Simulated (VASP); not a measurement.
**Pt: single point with PBE**

Crystal: Pt.

```
Pt
1.0
     2.58007    0.00000    0.00000
    -1.29003    2.23440    0.00000
     0.00000    0.00000    4.37423
Pt
2
Cartesian
  0.0000 1.4896 1.0936
  1.2900 0.7448 3.2807
```

This cell differs from its parent crystal: volume scaled by 0.8.

```json
{
  "Program": "VASP 6.6.1",
  "Task": "single point",
  "Functional": "PBE",
  "Potentials or basis": "VASP PAW PBE potentials, release 64 (Pt)",
  "Cutoff": "520 eV",
  "k mesh": "15 × 15 × 8",
  "Occupations": "fermi-dirac, width 0.05 eV",
  "Spin": "no spin polarisation"
}
```

| Quantity | Value |
| --- | --- |
| Pressure | 97.4 GPa |
| Band gap on the k mesh | zero (band 10 reaches 15.64 eV, above the bottom of band 11 at 13.87 eV) |

Stress tensor (GPa, compression positive):
```
97.47  0.00  0.00
 0.00 97.47  0.00
 0.00  0.00 97.38
```

Levels at points of the mesh, in eV from the Fermi level:
| k point | band 7 | band 8 | band 9 | band 10 | band 11 | band 12 | band 13 | band 14 |
| --- | --- | --- | --- | --- | --- | --- | --- | --- |
| (0.00, 0.00, 0.00) | -4.31 | -2.85 | -2.85 | -1.56 | -0.36 | -0.36 | 6.71 | 14.31 |
| (0.00, 0.00, 0.50) | -4.93 | -4.93 | -1.18 | -1.18 | -1.18 | -1.18 | 13.40 | 13.40 |

Wall time 35 s on 1 thread of Intel Xeon 6975P-C (shared host), peak memory 0.18 GiB.

Caveat: spin-orbit coupling is left out, which moves the levels of the heavy elements.
